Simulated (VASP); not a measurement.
Here is a VASP 6.6.1 calculation.

File INCAR:

```
ALGO = Normal
DIPOL = 0.5 0.5 0.289
EDIFF = 1E-6
ENCUT = 520
GGA = PE
IDIPOL = 3
ISIF = 2
ISMEAR = 0
LASPH = T
LCHARG = F
LDIPOL = T
LREAL = Auto
LWAVE = F
NBANDS = 40
NELM = 80
PREC = Accurate
SIGMA = 0.1
```

File KPOINTS:

```
k-points
0
Gamma
  5 4 1
```

Contents of POSCAR:

```
Al8H
1.0
    5.7135165837      0.0000000000      0.0000000000
    0.0000000000      8.0801326415      0.0000000000
    0.0000000000      0.0000000000     22.2432786975
Al H
16 2
Direct
    0.2500000000      0.2500000000      0.1798296040
    0.2500000000      0.7500000000      0.1798296040
    0.7500000000      0.2500000000      0.1798296040
    0.7500000000      0.7500000000      0.1798296040
    0.0000000000      0.0000000000      0.2440458181
    0.0000000000      0.5000000000      0.2440458181
    0.5000000000      0.0000000000      0.2440458181
    0.5000000000      0.5000000000      0.2440458181
    0.2500000000      0.2500000000      0.3102598702
    0.2500000000      0.7500000000      0.3102598702
    0.7500000000      0.2500000000      0.3102598702
    0.7500000000      0.7500000000      0.3102598702
    0.0000000000      0.0000000000      0.3705963860
    0.0000000000      0.5000000000      0.3705963860
    0.5000000000      0.0000000000      0.3705963860
    0.5000000000      0.5000000000      0.3705963860
    0.2500000000      0.0860175434      0.3908272164
    0.2500000000      0.4139824566      0.3908272164
```

Potentials or basis: VASP PAW PBE potentials, release 64 (Al, H).

Command:

```bash
$ cat potpaw_PBE.64/Al/POTCAR potpaw_PBE.64/H/POTCAR > POTCAR
$ mpirun -np 1 vasp_std > vasp.out
```

Question: What does it give for the band gap on the k mesh?

Answer: Zero (band 25 reaches -0.49 eV, above the bottom of band 26 at -1.09 eV).

Question: What does it give for the largest force?

Answer: 1.521 eV/Å.

Forces on the atoms (eV/Å):
```
Al   0.000  0.000  0.148
Al   0.000  0.000  0.313
Al   0.000  0.000  0.292
Al   0.000  0.000  0.332
Al  -0.047 -0.020 -0.200
Al  -0.047  0.020 -0.200
Al   0.047 -0.020 -0.200
Al   0.047  0.020 -0.200
Al   0.000  0.000 -0.607
Al   0.000  0.000  0.251
Al   0.000  0.000  0.141
Al   0.000  0.000 -0.080
Al  -1.320 -0.607 -0.452
Al  -1.320  0.607 -0.452
Al   1.320 -0.607 -0.452
Al   1.320  0.607 -0.452
H    0.000  0.890  0.909
H    0.000 -0.890  0.909
```
